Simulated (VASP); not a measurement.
Wanted: the native input for a VASP 6.6.1 run.

```yaml
Task: single point
Functional: r2SCAN
Potentials_or_basis: VASP PAW PBE potentials, release 64 (Ga_d, N)
Cutoff: 520 eV
k_mesh: 10 × 10 × 10
Occupations: gaussian, width 0.02 eV
Spin: no spin polarisation
Dipole_correction: no
Further_INCAR_settings: ALGO = Normal; EDIFF = 1e-06; NBANDS = 16
```

Crystal: GaN.

```
Ga N
1.0
     0.00000    2.24893    2.24893
     2.24893    0.00000    2.24893
     2.24893    2.24893    0.00000
Ga N
1 1
Direct
  0.00000 0.00000 0.00000
  0.75000 0.75000 0.75000
```

These files were run (other wordings do the same):

POSCAR

```
GaN
1.0
    0.0000000000      2.2489302288      2.2489302288
    2.2489302288      0.0000000000      2.2489302288
    2.2489302288      2.2489302288      0.0000000000
Ga N
1 1
Direct
    0.0000000000      0.0000000000      0.0000000000
    0.7500000000      0.7500000000      0.7500000000
```

INCAR.step1

```
SYSTEM = GaN
ALGO     = Normal         ! electronic algorithm
EDIFF    = 1E-4           ! SCF threshold, eV
ENCUT    = 520            ! plane-wave cutoff, eV
GGA      = PE             ! functional
ISMEAR   = 0              ! smearing method
LASPH    = .TRUE.         ! aspherical terms in the spheres
LCHARG   = .FALSE.        ! write CHGCAR
LREAL    = .FALSE.        ! projectors in reciprocal space
LWAVE    = .TRUE.         ! write WAVECAR
NBANDS   = 16             ! bands
NELM     = 100            ! most SCF steps
PREC     = Accurate       ! precision mode
SIGMA    = 0.02           ! smearing width, eV
```

INCAR.step2

```
SYSTEM = GaN
ALGO     = Normal         ! electronic algorithm
EDIFF    = 1E-6           ! SCF threshold, eV
ENCUT    = 520            ! plane-wave cutoff, eV
ISIF     = 2              ! what is computed and relaxed
ISMEAR   = 0              ! smearing method
ISTART   = 1            
LASPH    = .TRUE.         ! aspherical terms in the spheres
LCHARG   = .FALSE.        ! write CHGCAR
LMIXTAU  = .TRUE.       
LREAL    = .FALSE.        ! projectors in reciprocal space
LWAVE    = .FALSE.        ! write WAVECAR
METAGGA  = R2SCAN         ! meta-GGA
NBANDS   = 16             ! bands
NELM     = 100            ! most SCF steps
PREC     = Accurate       ! precision mode
SIGMA    = 0.02           ! smearing width, eV
```

KPOINTS

```
k-points
0
G
  10 10 10
  0 0 0
```

Potentials or basis: VASP PAW PBE potentials, release 64 (Ga_d, N).

Run with:

```bash
$ cat potpaw_PBE.64/Ga_d/POTCAR potpaw_PBE.64/N/POTCAR > POTCAR
$ cp INCAR.step1 INCAR
$ mpirun -np 1 vasp_std > vasp.out
$ cp INCAR.step2 INCAR
$ mpirun -np 1 vasp_std > vasp.out
```

Results of the run:

* Pressure: 1.1 GPa
* Band gap on the k mesh: 2.16 eV, direct

Caveat: the PAW data sets were made with another functional, which shifts forces and pressure a little.

It took 37 s on 1 thread of Intel(R) Xeon(R) Platinum 8375C CPU @ 2.90GHz (Ice Lake), with other jobs on the host, peak memory 0.15 GiB.
